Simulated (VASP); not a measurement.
PIr2:

```
P Ir
1.0
     0.00000    2.79296    2.79296
     2.79296    0.00000    2.79296
     2.79296    2.79296    0.00000
P Ir
1 2
Direct
  0.00000 0.00000 0.00000
  0.25000 0.25000 0.25000
  0.75000 0.75000 0.75000
```

- Program: VASP 6.6.1
- Task: relaxation of cell and atoms
- Functional: LDA
- Potentials or basis: VASP PAW LDA potentials, release 64 (P, Ir)
- Cutoff: 600 eV
- k mesh: 14 × 14 × 14
- Occupations: gaussian, width 0.1 eV
- Spin: no spin polarisation

At the start: pressure -10.7 GPa; volume 14.52 Å³/atom.

Q: How do energy, volume and symmetry change on relaxing?

A: Over 4 steps the energy falls by 18.2 meV/atom and the volume is 14.00 Å³/atom (-3.6 %); space group Fm-3m (No. 225, to 0.05 Å).

The path:
```csv
step,energy change (eV),largest force (eV/Å),pressure (GPa),volume (Å³)
1,0.0000,0.0000,-10.67,43.57
2,0.4665,0.0000,43.71,37.75
3,-0.0546,0.0000,-0.52,42.06
4,-0.0547,0.0000,-0.05,42.00
```

Final structure:
```
CELL_PARAMETERS angstrom
0.00000 2.75894 2.75894
2.75894 0.00000 2.75894
2.75894 2.75894 0.00000
ATOMIC_POSITIONS crystal
P 0.00000 0.00000 0.00000
Ir 0.25000 0.25000 0.25000
Ir 0.75000 0.75000 0.75000
```
